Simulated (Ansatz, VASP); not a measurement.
One calculation of Pb, two programs

```
Pb
1.0
     0.00000    2.49475    2.49475
     2.49475    0.00000    2.49475
     2.49475    2.49475    0.00000
Pb
1
Cartesian
  0.0000 0.0000 0.0000
```

Alike in both runs: task relaxation of cell and atoms; functional PBE; k mesh 14 × 14 × 14; occupations gaussian, width 0.1 eV; no spin polarisation.

|  | VASP | Ansatz |
| --- | --- | --- |
| version | VASP 6.6.1 | Ansatz 0.2.0 |
| potentials or method | VASP PAW PBE potentials, release 64 (Pb_d), cutoff 600 eV | scalar-relativistic, plane waves, PAW |
| valence electrons in the cell | 14 | 14 |

|  | VASP | Ansatz | Ansatz less VASP |
| --- | --- | --- | --- |
| gap on the k mesh at the Fermi level, each at its own relaxed structure (eV) | none | none | - |
| relaxed volume (Å³/atom) | 32.01 | 31.99 | -0.022 |
| relaxed length of the cell vector where the two differ most in proportion (Å) | 3.564 | 3.563 | -0.0008 |

A gap of «none» marks a metal or a gap that the smearing closes.

Spin-orbit coupling is off throughout.
